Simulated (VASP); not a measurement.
# KBi3F10 (P1) in VASP: single point with LDA

Aim: the single point of KBi3F10 with LDA.

Program: VASP 6.6.1. These are calculated values, not measurements. Logs are shortened: lines on timing, memory, paths and dates and some standing lists are left out, and cuts for length are marked.

### Step 1. The cell of the first run

The typed cell holds 28 atoms: a = 8.525 Å, b = 8.525 Å, c = 8.525 Å, α = 60.00°, β = 60.00°, γ = 60.00°.

### Step 2. Single point, LDA

The input, INCAR:

```
SYSTEM = KBi3F10
ALGO     = Normal         ! electronic algorithm
EDIFF    = 1E-6           ! SCF threshold, eV
ENCUT    = 520            ! plane-wave cutoff, eV
GGA      = CA             ! functional
GGA_COMPAT= .False.      
ISIF     = 2              ! what is computed and relaxed
ISMEAR   = -1             ! smearing method
LASPH    = .True.         ! aspherical terms in the spheres
LCHARG   = .False.        ! write CHGCAR
LREAL    = .False.        ! projectors in reciprocal space
LWAVE    = .False.        ! write WAVECAR
NBANDS   = 144            ! bands
NELM     = 120            ! most SCF steps
PREC     = Accurate       ! precision mode
SIGMA    = 0.05           ! smearing width, eV
```

The input, KPOINTS:

```
k-points
0
Gamma
  2 2 2
  0 0 0
```

The input, POSCAR:

```
KBi3F10
1.0
    0.0000000000      6.0280580000      6.0280580000
    6.0280580000      0.0000000000      6.0280580000
    6.0280580000      6.0280580000      0.0000000000
K Bi F
2 6 20
Direct
    0.2797667176      0.2570064853      0.2501054237
    0.7867873866      0.7025645739      0.7718074378
    0.7484417038      0.2453775329      0.2135098899
    0.2218790861      0.7960606882      0.7490803838
    0.2340223004      0.7614060780      0.2654752161
    0.7263782133      0.2530085145      0.7642179289
    0.2735209250      0.2414542129      0.7619701071
    0.7925189174      0.7210531153      0.2466051256
    0.7518258783      0.5553446898      0.5515457880
    0.1385437897      0.4875450767      0.4781390624
    0.5109108107      0.7635792489      0.2316832386
    0.5015794473      0.1145393757      0.8923188861
    0.4638475609      0.8723041484      0.4929945930
    0.2660973070      0.5305439994      0.6771915599
    0.4748212443      0.1696815127      0.4666760008
    0.8960431369      0.4509246593      0.1817003088
    0.4603223791      0.4699772298      0.8965988715
    0.4624955500      0.4921900221      0.1883442396
    0.1210008265      0.8145077569      0.5368229702
    0.7727944887      0.1724353017      0.5062741599
    0.1278935936      0.1593630984      0.0843306418
    0.8476112871      0.8425350254      0.9349030816
    0.0504059516      0.1126316303      0.6582136403
    0.1242688773      0.6296886991      0.0980912924
    0.9262352817      0.8861726281      0.2940582191
    0.9502562849      0.3428301453      0.8546865342
    0.7030622466      0.1078456777      0.0732906020
    0.3487939233      0.9065191476      0.8475946980
```

Potentials or basis: VASP PAW LDA potentials, release 64 (K_sv, Bi_d, F).

On the command line:

```console
$ cat potpaw_LDA.64/K_sv/POTCAR potpaw_LDA.64/Bi_d/POTCAR potpaw_LDA.64/F/POTCAR > POTCAR
$ mpirun -np 1 vasp_std > vasp.out
```

OUTCAR:

```text
SYSTEM = KBi3F10
   EDIFF = 1E-6
   ENCUT = 520
   GGA = CA
   ISIF = 2
   ISMEAR = -1
   LASPH = .True.
   LREAL = .False.
   NELM = 120
   PREC = Accurate

 ion  position               nearest neighbor table
   1  0.280  0.257  0.250-  24 2.63  15 2.68  17 2.73  18 2.82   3 3.80
   2  0.787  0.703  0.772-  26 2.53  22 2.57  19 2.85   3 3.85
   3  0.748  0.245  0.214-  27 2.30  18 2.31  20 2.34  15 2.37  16 2.47  25 2.54  26 2.58  21 2.66
                             1 3.80   2 3.85   6 3.89
   4  0.222  0.796  0.749-  13 2.20  23 2.26  19 2.27  28 2.34  14 2.44  24 2.46  17 2.62  22 2.68

   5  0.234  0.761  0.265-  19 2.21  25 2.21  11 2.24  18 2.29  10 2.36  21 2.79  24 2.86
   6  0.726  0.253  0.764-  27 2.23  12 2.27  23 2.27  17 2.27   9 2.34  20 2.42  22 2.87  26 2.89
                             3 3.89   7 3.92
   7  0.274  0.241  0.762-  14 2.17  12 2.24  26 2.26  21 2.26  28 2.38  15 2.41  10 2.62   6 3.92

   8  0.793  0.721  0.247-   9 2.19  22 2.20  16 2.27  11 2.30  24 2.33  25 2.47  13 2.67  27 2.72
[... 7 lines left out ...]
  15  0.475  0.170  0.467-   3 2.37   7 2.41   1 2.68
  16  0.896  0.451  0.182-   8 2.27   3 2.47
  17  0.460  0.470  0.897-   6 2.27   4 2.62   1 2.73
  18  0.462  0.492  0.188-   5 2.29   3 2.31   1 2.82
  19  0.121  0.815  0.537-   5 2.21   4 2.27   2 2.85
  20  0.773  0.172  0.506-   3 2.34   6 2.42
  21  0.128  0.159  0.084-   7 2.26   3 2.66   5 2.79
  22  0.848  0.843  0.935-   8 2.20   2 2.57   4 2.68   6 2.87
  23  0.050  0.113  0.658-   4 2.26   6 2.27
  24  0.124  0.630  0.098-   8 2.33   4 2.46   1 2.63   5 2.86
  25  0.926  0.886  0.294-   5 2.21   8 2.47   3 2.54
  26  0.950  0.343  0.855-   7 2.26   2 2.53   3 2.58   6 2.89
  27  0.703  0.108  0.073-   6 2.23   3 2.30   8 2.72
  28  0.349  0.907  0.848-   4 2.34   7 2.38

  LATTYP: Found a face centered cubic cell.
 ALAT       =    12.0561160000

  Lattice vectors:

 A1 = (   0.0000000000,   6.0280580000,   6.0280580000)
 A2 = (   6.0280580000,   0.0000000000,   6.0280580000)
 A3 = (   6.0280580000,   6.0280580000,   0.0000000000)

Analysis of symmetry for initial positions (statically):
=====================================================================
 Subroutine PRICEL returns:
 Original cell was already a primitive cell.

 Routine SETGRP: Setting up the symmetry group for a
 face centered cubic supercell.

 Subroutine GETGRP returns: Found  1 space group operations
 (whereof  1 operations were pure point group operations)
 out of a pool of 48 trial point group operations.

The static configuration has the point symmetry C_1 .
[... 152 lines left out ...]
   IBRION =     -1    ionic relax: 0-MD 1-quasi-New 2-CG
   NFREE  =      0    steps in history (QN), initial steepest desc. (CG)
   ISIF   =      2    stress and relaxation
   ISYM   =      2    0-nonsym 1-usesym 2-fastsym
   POTIM  = 0.5000    time-step for ionic-motion
   TEBEG  =    0.0;   TEEND  =   0.0 temperature during run
   PSTRESS=    0.0 pullay stress
   NELECT =     248.0000    total number of electrons
   NUPDOWN=      -1.0000    fix difference up-down
   EMIN   =  10.00;   EMAX   =-10.00  energy-range for DOS
   EFERMI =   0.00;   METHOD = LEGACY
   ISMEAR =    -1;   SIGMA  =   0.05  broadening in eV -4-tet -1-fermi 0-gaus
   EFERMI_NEDOS =   21; number of points for ismear=-14 and -15
   IALGO  =     38    algorithm
   IMIX   =      4    mixing-type and parameters
     AMIX     =   0.40;   BMIX     =  1.00
     AMIX_MAG =   1.60;   BMIX_MAG =  1.00
  volume/ion in A,a.u.               =      15.65       105.58
  Fermi-wavevector in a.u.,A,eV,Ry     =   1.354268  2.559196 24.953656  1.834042
  Thomas-Fermi vector in A             =   2.481454
   LORBIT       =      0    0 simple, 1 ext, 2 COOP (PROOUT), +10 PAW based schemes
   GGA     = CA    functional components
   LHFCALC =     F    Hartree Fock is set to
   AEXX    =    0.0000 exact exchange contribution
   IVDW    =     0    specifies the selected vdW correction
   LEPSILON=     F    determine dielectric tensor
   LRPA    =     F    only Hartree local field effects (RPA)
 non-spin polarized calculation
  energy-cutoff  :      520.00
  volume of cell :      438.09
 maximum number of plane-waves:     11822
 NGX is ok and might be reduce to    64
   NGX = 31   NGY = 31   NGZ = 31

 number of electron     248.0000005 magnetization

 Free energy of the ion-electron system (eV)
  ---------------------------------------------------
  ext. energy  EPLUGINS =         0.00000000
  ---------------------------------------------------
  free energy    TOTEN  =      -143.40729530 eV

  energy without entropy =     -143.40729530  energy(sigma->0) =     -143.40729530

 E-fermi :   2.3043     XC(G=0): -10.1592

 val. band max:        1.1216845040   @ k =   0.0000   0.0000   0.0000
 cond. band min:       4.7793353178   @ k =   0.0000   0.5000   0.0000
 fundamental gap:      3.6576508138
 Fermi energy:         2.3043163939

 k-point     1 :       0.0000    0.0000    0.0000
  band No.  band energies     occupation
      1     -25.6167      2.00000
      2     -24.9631      2.00000
      3     -21.5179      2.00000
      4     -21.2960      2.00000
      5     -21.1192      2.00000
      6     -21.0118      2.00000
[... 1101 lines left out ...]
    135       7.0589      0.00000
    136       7.1419      0.00000
 [bands above 136 left out]

------------------------ aborting loop because EDIFF is reached ----------------------------------------

  FORCE on cell =-STRESS in cart. coord.  units (eV):
  Direction    XX          YY          ZZ          XY          YZ          ZX
  --------------------------------------------------------------------------------------
  -------------------------------------------------------------------------------------
  Total      -12.1289615     -4.5442131    -13.7783996     -0.1478889     -0.7444758      2.6334782
  in kB      -44.3579979    -16.6190813    -50.3903175     -0.5408588     -2.7226944      9.6311477
  external PRESSURE =     -37.1224656 kB  Pullay stress =       0.0000000 kB

 VOLUME and BASIS-vectors are now :
 -----------------------------------------------------------------------------
  energy-cutoff  :      520.00
  volume of cell :      438.09
      direct lattice vectors                 reciprocal lattice vectors
     0.000000000  6.028058000  6.028058000    -0.082945453  0.082945453  0.082945453
     6.028058000  0.000000000  6.028058000     0.082945453 -0.082945453  0.082945453
     6.028058000  6.028058000  0.000000000     0.082945453  0.082945453 -0.082945453

 POSITION                                       TOTAL-FORCE (eV/Angst)
 -----------------------------------------------------------------------------------
      3.05690      3.19410      3.23570         0.143453     -0.013200     -0.040235
      8.88760      9.39530      8.97790         0.004689     -0.437117      0.202458
      2.76620      5.79870      5.99080         1.369064      1.261823     -0.159471
      9.31420      5.85300      6.13620        -0.869440      0.891995      0.337264
      6.19010      3.01100      6.00050        -0.981023      0.776908     -0.846023
      6.13190      8.98540      5.90380        -0.146386     -0.877901      0.011088
[... 20 lines left out ...]
      1.09190      4.67990      4.88820         0.493485      0.281025     -0.096770
     10.57390      7.21190      7.56710         0.214874      0.096637     -0.521776
 -----------------------------------------------------------------------------------
    total drift:                                0.001542     -0.000351      0.000103

  FREE ENERGIE OF THE ION-ELECTRON SYSTEM (eV)
  ---------------------------------------------------
  free  energy   TOTEN  =      -143.4072952958 eV

  energy  without entropy=     -143.4072952958  energy(sigma->0) =     -143.40729530
```

It took 12 min on 1 thread of AMD EPYC 7R13 (Zen 3), shared host; peak memory 0.61 GiB.

Results:

```
Free energy            : -143.4073 eV
Pressure               : -3.7 GPa
Largest force          : 2.159 eV/Å
Band gap on the k mesh : 3.66 eV (least direct gap 3.80 eV)
```

Forces on the atoms (eV/Å):
```
K    0.143 -0.013 -0.040
K    0.005 -0.437  0.202
Bi   1.369  1.262 -0.159
Bi  -0.869  0.892  0.337
Bi  -0.981  0.777 -0.846
Bi  -0.146 -0.878  0.011
Bi  -0.758 -0.906 -0.300
Bi  -0.262 -0.544 -0.187
F   -0.197  0.816 -0.758
F    0.436 -0.215  1.086
F   -0.216  0.091 -0.035
F    0.043 -0.094  0.425
F    0.047 -0.146 -0.801
F   -0.371  1.820 -0.373
F   -0.202  0.339  1.041
F    0.761 -0.592 -0.292
F   -0.779 -0.104  0.364
F   -0.378  0.609  0.754
F    0.546 -1.918  0.828
F    0.227 -0.315  0.014
F   -0.332  0.584 -0.602
F   -0.676 -0.406  0.772
F   -0.273  0.455  0.191
F    0.782 -0.154  0.109
F    0.829 -0.739 -0.143
F    0.547 -0.562 -0.980
F    0.493  0.281 -0.097
F    0.215  0.097 -0.522
```

Stress tensor (GPa, compression positive):
```
-4.44 -0.05  0.96
-0.05 -1.66 -0.27
 0.96 -0.27 -5.04
```

Levels at points of the mesh, in eV from the valence-band top:
| k point | band 121 | band 122 | band 123 | band 124 | band 125 | band 126 | band 127 | band 128 |
| --- | --- | --- | --- | --- | --- | --- | --- | --- |
| (0.00, 0.00, 0.00) | -0.59 | -0.47 | -0.11 | 0.00 | 3.82 | 4.03 | 4.24 | 4.50 |
| (0.50, 0.00, 0.00) | -0.66 | -0.54 | -0.43 | -0.14 | 3.88 | 4.15 | 4.27 | 4.72 |
| (0.00, 0.50, 0.00) | -0.62 | -0.53 | -0.22 | -0.14 | 3.66 | 4.27 | 4.47 | 4.82 |
| (0.00, 0.00, 0.50) | -0.61 | -0.47 | -0.28 | -0.16 | 3.80 | 4.28 | 4.53 | 4.73 |
| (0.50, 0.50, 0.50) | -0.62 | -0.41 | -0.25 | -0.14 | 3.96 | 4.23 | 4.51 | 4.61 |
| (0.50, 0.50, 0.00) | -0.61 | -0.58 | -0.45 | -0.24 | 3.91 | 4.21 | 4.50 | 4.55 |
| (0.00, 0.50, 0.50) | -0.63 | -0.61 | -0.38 | -0.16 | 4.12 | 4.35 | 4.59 | 4.76 |
| (0.50, 0.00, 0.50) | -0.67 | -0.56 | -0.40 | -0.08 | 4.05 | 4.43 | 4.62 | 4.67 |

Caveat: the k points lie up to 0.45 Å⁻¹ apart; spin-orbit coupling is left out, which moves the levels of the heavy elements; forces of over 1 eV/Å act on the atoms, so gaps and moduli don't describe the material at rest. A k mesh can miss the band edges.
